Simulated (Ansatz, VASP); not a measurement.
## One calculation of Si4O7, two programs

```
Si O
1.0
     5.07998    0.00000    0.00000
     0.00000    5.07998    0.00000
     0.00000    0.00000    7.09148
Si O
4 7
Direct
  0.29443 0.29443 0.00000
  0.20557 0.79443 0.25000
  0.70557 0.70557 0.50000
  0.79443 0.20557 0.75000
  0.40537 0.74096 0.42483
  0.75904 0.90537 0.67483
  0.59463 0.25904 0.92483
  0.74096 0.40537 0.57517
  0.22330 0.01890 0.18274
  0.25904 0.59463 0.07517
  0.09463 0.24096 0.82517
```

Change from the starting cell: O vacancy; atom 9 moved 0.875 of the way to it and -0.225 Å across, host rigid.

Alike in both runs: task single point; functional PBE; k mesh 4 × 4 × 4; occupations gaussian, width 0.05 eV; no spin polarisation.

|  | VASP | Ansatz |
| --- | --- | --- |
| version | VASP 6.6.1 | Ansatz 0.2.0 |
| potentials or method | VASP PAW PBE potentials, release 64 (Si, O), cutoff 520 eV | scalar-relativistic, plane waves, PAW |
| valence electrons in the cell | 58 | 58 |

Ansatz gave:

```
gap on the k mesh at the Fermi level (eV)                     : 2.46
least direct gap on the mesh (eV)                             : 2.53
pressure (GPa)                                                : 11.7
traceless stress, the component that is largest in VASP (GPa) : 22.24
rms of the force components (eV/Å)                            : 9.726
```

Question: What did VASP give for the same quantities?

Answer: gap on the k mesh at the Fermi level (eV): 2.47; least direct gap on the mesh (eV): 2.54; pressure (GPa): 11.1; traceless stress, the component that is largest in VASP (GPa): 21.43; rms of the force components (eV/Å): 9.362.

Atom by atom the forces differ by 0.370 eV/Å (rms over components). With one functional, cell and mesh, what is left measures potentials, basis and numerics.
